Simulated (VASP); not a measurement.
# InSe (R3m) in VASP: a series of runs, part 2 of 2

VASP 6.6.1. The steps go on from the part before.

## 3. Single point, PBEsol

This run uses another cell than the first one, of 28.94 Å³/atom.

Contents of INCAR:

```
SYSTEM = InSe
ALGO = Normal
EDIFF = 1E-6
ENCUT = 500
GGA = PS
GGA_COMPAT = .FALSE.
ISIF = 2
ISMEAR = -1
LASPH = .TRUE.
LCHARG = .TRUE.
LELF = .TRUE.
LREAL = .FALSE.
LVHAR = .TRUE.
LWAVE = .FALSE.
NBANDS = 27
NELM = 120
PREC = Accurate
SIGMA = 0.02
```

Contents of KPOINTS:

```
k-points
0
G
  6 6 6
  0 0 0
```

Contents of POSCAR:

```
InSe
1.0
    2.0000000000      1.1547010000      8.3556000000
   -2.0000000000      1.1547010000      8.3556000000
    0.0000000000     -2.3094010000      8.3556000000
In Se
2 2
Direct
    0.0000000000      0.0000000000      0.0000000000
    0.1114000000      0.1114000000      0.1114000000
    0.6165000000      0.6165000000      0.6165000000
    0.8281000000      0.8281000000      0.8281000000
```

Potentials or basis: VASP PAW PBE potentials, release 64 (In_d, Se).

The run is started by

```console
> cat potpaw_PBE.64/In_d/POTCAR potpaw_PBE.64/Se/POTCAR > POTCAR
> mpirun -np 1 vasp_std > vasp.out
```

OUTCAR:

```text
SYSTEM = InSe
   EDIFF = 1E-6
   ENCUT = 500
   GGA = PS
   ISIF = 2
   ISMEAR = -1
   LASPH = .TRUE.
   LREAL = .FALSE.
   NELM = 120
   PREC = Accurate

 ion  position               nearest neighbor table
   1  0.000  0.000  0.000-   3 2.63   3 2.63   3 2.63   2 2.79
   2  0.111  0.111  0.111-   4 2.63   4 2.63   4 2.63   1 2.79
   3  0.617  0.617  0.617-   1 2.63   1 2.63   1 2.63
   4  0.828  0.828  0.828-   2 2.63   2 2.63   2 2.63

  LATTYP: Found a trigonal (rhomboedric) cell.
 ALAT       =     8.6688745382
 COS(alpha) =     0.8935453520

  Lattice vectors:

 A1 = (   2.0000000000,   1.1547010000,   8.3556000000)
 A2 = (  -2.0000000000,   1.1547010000,   8.3556000000)
 A3 = (   0.0000000000,  -2.3094010000,   8.3556000000)

Analysis of symmetry for initial positions (statically):
=====================================================================
 Subroutine PRICEL returns:
 Original cell was already a primitive cell.

 Routine SETGRP: Setting up the symmetry group for a
 trigonal (rhombohedral) supercell.

 Subroutine GETGRP returns: Found  6 space group operations
 (whereof  6 operations were pure point group operations)
 out of a pool of 12 trial point group operations.

The static configuration has the point symmetry C_3v.

Analysis of symmetry for dynamics (positions and initial velocities):
=====================================================================
 Subroutine PRICEL returns:
 Original cell was already a primitive cell.

 Routine SETGRP: Setting up the symmetry group for a
 trigonal (rhombohedral) supercell.

 Subroutine GETGRP returns: Found  6 space group operations
 (whereof  6 operations were pure point group operations)
 out of a pool of 12 trial point group operations.

The dynamic configuration has the point symmetry C_3v.

 Subroutine INISYM returns: Found  6 space group operations
 (whereof  6 operations are pure point group operations),
 and found     1 'primitive' translations

----------------------------------------------------------------------------------------

                                     Primitive cell

  volume of cell :     115.7786

  direct lattice vectors                    reciprocal lattice vectors
     2.000000000  1.154701000  8.355600000     0.250000000  0.144337551  0.039893399
    -2.000000000  1.154701000  8.355600000    -0.250000000  0.144337551  0.039893399
     0.000000000 -2.309401000  8.355600000     0.000000000 -0.288675103  0.039893416

  length of vectors
     8.668874538  8.668874538  8.668874456     0.291418620  0.291418620  0.291418598

  position of ions in fractional coordinates (direct lattice)
     0.000000000  0.000000000  0.000000000
     0.111400000  0.111400000  0.111400000
     0.616500000  0.616500000  0.616500000
     0.828100000  0.828100000  0.828100000

  ion indices of the primitive-cell ions
   primitive index   ion index
                 1           1
                 2           2
                 3           3
                 4           4

----------------------------------------------------------------------------------------

 KPOINTS: k-points

Automatic generation of k-mesh.
 Grid dimensions read from file:
 generate k-points for:    6    6    6

 Generating k-lattice:

  Cartesian coordinates                     Fractional coordinates (reciprocal lattice)
     0.041666667  0.024056259  0.006648900     0.166666667  0.000000000  0.000000000
    -0.041666667  0.024056259  0.006648900     0.000000000  0.166666667  0.000000000
     0.000000000 -0.048112517  0.006648903    -0.000000000 -0.000000000  0.166666667

  Length of vectors
     0.048569770  0.048569770  0.048569766

  Shift w.r.t. Gamma in fractional coordinates (k-lattice)
     0.000000000  0.000000000  0.000000000

 Subroutine IBZKPT returns following result:
 ===========================================

 Found     32 irreducible k-points:

 Following reciprocal coordinates:
            Coordinates               Weight
  0.000000  0.000000  0.000000      1.000000
  0.166667  0.000000  0.000000      6.000000
  0.333333 -0.000000 -0.000000      6.000000
  0.500000  0.000000 -0.000000      3.000000
  0.166667  0.166667  0.000000      6.000000
  0.333333  0.166667 -0.000000     12.000000
[... 16 lines left out ...]
  0.500000  0.500000  0.166667      6.000000
 -0.333333  0.500000  0.166667     12.000000
 [... further k-points ...]
   k-points           NKPTS =     32   k-points in BZ     NKDIM =     32   number of bands    NBANDS=     27
   number of dos      NEDOS =    301   number of ions     NIONS =      4
   total plane-waves  NPLWV = 262144
   dimension x,y,z NGX =    64 NGY =   64 NGZ =   64
   dimension x,y,z NGXF=   128 NGYF=  128 NGZF=  128
   ions per type =               2   2
   NGX,Y,Z   is equivalent  to a cutoff of  12.27, 12.27, 12.27 a.u.
   NGXF,Y,Z  is equivalent  to a cutoff of  24.55, 24.55, 24.55 a.u.
 SYSTEM =  InSe
   PREC   = accura    normal or accurate (medium, high low for compatibility)
   ISTART =      0    job   : 0-new  1-cont  2-samecut
   ICHARG =      2    charge: 1-file 2-atom 10-const
   ISPIN  =      1    spin polarized calculation?
   LNONCOLLINEAR =      F non collinear calculations
   LSORBIT =      F    spin-orbit coupling
   LASPH  =      T    aspherical Exc in radial PAW
   ENCUT  =  500.0 eV  36.75 Ry    6.06 a.u.  15.81 15.81 15.81*2*pi/ulx,y,z
   NELM   =    120;   NELMIN=  2; NELMDL= -5     # of ELM steps
   EDIFF  = 0.1E-05   stopping-criterion for ELM
   LREAL  =      F    real-space projection
   EDIFFG = 0.1E-04   stopping-criterion for IOM
   NSW    =      0    number of steps for IOM
   IBRION =     -1    ionic relax: 0-MD 1-quasi-New 2-CG
   NFREE  =      0    steps in history (QN), initial steepest desc. (CG)
   ISIF   =      2    stress and relaxation
   ISYM   =      2    0-nonsym 1-usesym 2-fastsym
   POTIM  = 0.5000    time-step for ionic-motion
   TEBEG  =    0.0;   TEEND  =   0.0 temperature during run
   PSTRESS=    0.0 pullay stress
   NELECT =      38.0000    total number of electrons
   NUPDOWN=      -1.0000    fix difference up-down
   EMIN   =  10.00;   EMAX   =-10.00  energy-range for DOS
   EFERMI =   0.00;   METHOD = LEGACY
   ISMEAR =    -1;   SIGMA  =   0.02  broadening in eV -4-tet -1-fermi 0-gaus
   EFERMI_NEDOS =   21; number of points for ismear=-14 and -15
   IALGO  =     38    algorithm
   IMIX   =      4    mixing-type and parameters
     AMIX     =   0.40;   BMIX     =  1.00
     AMIX_MAG =   1.60;   BMIX_MAG =  1.00
  volume/ion in A,a.u.               =      28.94       195.33
  Fermi-wavevector in a.u.,A,eV,Ry     =   1.129258  2.133989 17.350478  1.275224
  Thomas-Fermi vector in A             =   2.265951
   LORBIT       =      0    0 simple, 1 ext, 2 COOP (PROOUT), +10 PAW based schemes
   GGA     = PS    functional components
   LHFCALC =     F    Hartree Fock is set to
   AEXX    =    0.0000 exact exchange contribution
   IVDW    =     0    specifies the selected vdW correction
   LEPSILON=     F    determine dielectric tensor
   LRPA    =     F    only Hartree local field effects (RPA)
 non-spin polarized calculation
  energy-cutoff  :      500.00
  volume of cell :      115.78
 maximum number of plane-waves:      2967
   NGX = 31   NGY = 31   NGZ = 31

 number of electron      38.0000001 magnetization

 Free energy of the ion-electron system (eV)
  ---------------------------------------------------
  ext. energy  EPLUGINS =         0.00000000
  ---------------------------------------------------
  free energy    TOTEN  =       -15.58515975 eV

  energy without entropy =      -15.58515758  energy(sigma->0) =      -15.58515867

 E-fermi :   4.2643     XC(G=0):  -9.1432

 val. band max:        4.1192913623   @ k =   0.5000   0.5000   0.5000
 cond. band min:       4.4092445640   @ k =   0.5000   0.5000   0.5000
 fundamental gap:      0.2899532017
 Fermi energy:         4.2642681063

 k-point     1 :       0.0000    0.0000    0.0000
  band No.  band energies     occupation
      1     -10.6851      2.00000
      2     -10.4946      2.00000
      3     -10.4946      2.00000
      4     -10.4127      2.00000
      5     -10.4127      2.00000
      6     -10.3934      2.00000
[... 19 lines left out ...]
     26       9.4803      0.00000
     27      11.4777      0.00000
[... 661 lines left out ...]
 k-point    24 :      -0.3333    0.5000    0.1667
  band No.  band energies     occupation
      1     -10.8353      2.00000
      2     -10.7505      2.00000
      3     -10.6110      2.00000
      4     -10.5007      2.00000
      5     -10.4097      2.00000
      6     -10.3468      2.00000
[... 19 lines left out ...]
     26      11.1820      0.00000
     27      11.5904      0.00000

 [... further k-points ...]
[... 5 lines left out ...]
  --------------------------------------------------------------------------------------
  -------------------------------------------------------------------------------------
  Total        0.6513007      0.6513008      0.3079935      0.0000000      0.0000000      0.0000000
  in kB        9.0128848      9.0128868      4.2621014      0.0000000      0.0000002      0.0000000
  external PRESSURE =       7.4292910 kB  Pullay stress =       0.0000000 kB

 VOLUME and BASIS-vectors are now :
 -----------------------------------------------------------------------------
  energy-cutoff  :      500.00
  volume of cell :      115.78
      direct lattice vectors                 reciprocal lattice vectors
     2.000000000  1.154701000  8.355600000     0.250000000  0.144337551  0.039893399
    -2.000000000  1.154701000  8.355600000    -0.250000000  0.144337551  0.039893399
     0.000000000 -2.309401000  8.355600000     0.000000000 -0.288675103  0.039893416

 POSITION                                       TOTAL-FORCE (eV/Angst)
 -----------------------------------------------------------------------------------
      0.00000      0.00000      0.00000         0.000000      0.000000      0.255437
      0.00000      0.00000      2.79244         0.000000     -0.000000     -0.273264
      0.00000      0.00000     15.45368         0.000000     -0.000000     -0.169647
      0.00000      0.00000     20.75782         0.000000      0.000000      0.187475
 -----------------------------------------------------------------------------------
    total drift:                               -0.000000     -0.000005      0.000035

  FREE ENERGIE OF THE ION-ELECTRON SYSTEM (eV)
  ---------------------------------------------------
  free  energy   TOTEN  =       -15.5851597531 eV

  energy  without entropy=      -15.5851575823  energy(sigma->0) =      -15.58515867
```

OSZICAR:

```text
N       E                     dE             d eps       ncg     rms          rms(c)
DAV:   1     0.337221726619E+03    0.33722E+03   -0.16924E+04  1728   0.151E+03
DAV:   2     0.239287435771E+02   -0.31329E+03   -0.30351E+03  1744   0.380E+02
DAV:   3    -0.143031375214E+02   -0.38232E+02   -0.37625E+02  2197   0.145E+02
DAV:   4    -0.159787288579E+02   -0.16756E+01   -0.16706E+01  2053   0.311E+01
DAV:   5    -0.160500206205E+02   -0.71292E-01   -0.71279E-01  2668   0.622E+00    0.662E+00
DAV:   6    -0.156210444468E+02    0.42898E+00   -0.80772E-01  2417   0.155E+01    0.400E+00
DAV:   7    -0.155882870706E+02    0.32757E-01   -0.33255E-01  2479   0.448E+00    0.111E+00
DAV:   8    -0.155849510839E+02    0.33360E-02   -0.31297E-02  2673   0.197E+00    0.568E-01
DAV:   9    -0.155850700495E+02   -0.11897E-03   -0.47390E-03  2161   0.484E-01    0.137E-01
DAV:  10    -0.155851032672E+02   -0.33218E-04   -0.30917E-04  2465   0.127E-01    0.748E-02
DAV:  11    -0.155851610477E+02   -0.57781E-04   -0.11094E-04  2139   0.972E-02    0.197E-02
DAV:  12    -0.155851569564E+02    0.40913E-05   -0.14536E-05  2621   0.432E-02    0.137E-02
DAV:  13    -0.155851592561E+02   -0.22997E-05   -0.35045E-06  1654   0.107E-02    0.691E-03
DAV:  14    -0.155851597531E+02   -0.49705E-06   -0.14859E-06  1528   0.165E-02
   1 F= -.15585160E+02 E0= -.15585159E+02  d E =-.217081E-05
```

Wall time 5.4 min (1 thread of Intel Xeon Platinum 8488C (Sapphire Rapids), shared host); peak memory 0.55 GiB.

Results:

| Quantity | Value |
| --- | --- |
| Free energy | -15.5852 eV |
| Pressure | 0.7 GPa |
| Largest force | 0.273 eV/Å |
| Band gap on the k mesh | 0.29 eV |

Forces on the atoms (eV/Å):
```
In   0.000  0.000  0.255
In   0.000  0.000 -0.273
Se   0.000  0.000 -0.170
Se   0.000  0.000  0.187
```

Stress tensor (GPa, compression positive):
```
0.90 0.00 0.00
0.00 0.90 0.00
0.00 0.00 0.43
```

Caveat: the PAW data sets were made with another functional, which shifts forces and pressure a little; spin-orbit coupling is left out, which moves the levels of the heavy elements.

## 4. Against experiment

Step 3. A measured gap of InSe is 1.25 eV (300 K; “The Interaction of Hydrogen with the van der Waals Crystal γ-InSe”, 2020, pmc:7321205); the calculated 0.29 eV misses it by -0.96 eV. Spin-orbit coupling on In, Se is left out. The value is that of PBEsol on a finite k mesh, which can miss the band edges, without temperature or zero-point motion. Semilocal functionals fall short of measured gaps as a rule.
